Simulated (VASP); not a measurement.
**CsBa3: single point with PBE**

Crystal: CsBa3.

```xyz
4
Lattice="0.0000 5.2213 5.2213 5.2213 0.0000 5.2213 5.2213 5.2213 0.0000" Properties=species:S:1:pos:R:3 pbc="T T T"
Cs    0.0000    0.0000    0.0000
Ba    2.6106    2.6106    2.6106
Ba    7.8319    7.8319    7.8319
Ba    5.2213    5.2213    5.2213
```

```json
{
 "Program": "VASP 6.6.1",
 "Task": "single point",
 "Functional": "PBE",
 "Potentials or basis": "VASP PAW PBE potentials, release 64 (Cs_sv, Ba_sv)",
 "Cutoff": "520 eV",
 "k mesh": "4 × 4 × 4",
 "Occupations": "methfessel-paxton, width 0.15 eV",
 "Spin": "no spin polarisation"
}
```

| Item | Value |
| --- | --- |
| Pressure | 0.1 GPa |
| Band gap on the k mesh | zero (an odd number of electrons rules out a gap without spin polarisation) |

Levels at points of the mesh, in eV from the Fermi level:
```
           k point  band 17  band 18  band 19  band 20  band 21  band 22
(0.00, 0.00, 0.00)    -2.48    -0.25    -0.25     0.60     0.60     0.60
(0.50, 0.00, 0.00)    -1.25    -1.00     0.36     0.36     0.40     0.46
(0.50, 0.50, 0.00)    -0.86    -0.82    -0.72    -0.41     0.69     0.79
```

It took 82 s on 1 thread of Intel(R) Xeon(R) 6975P-C (Granite Rapids) (shared host), peak memory 0.41 GiB.

Caveat: spin-orbit coupling is left out, which moves the levels of the heavy elements.
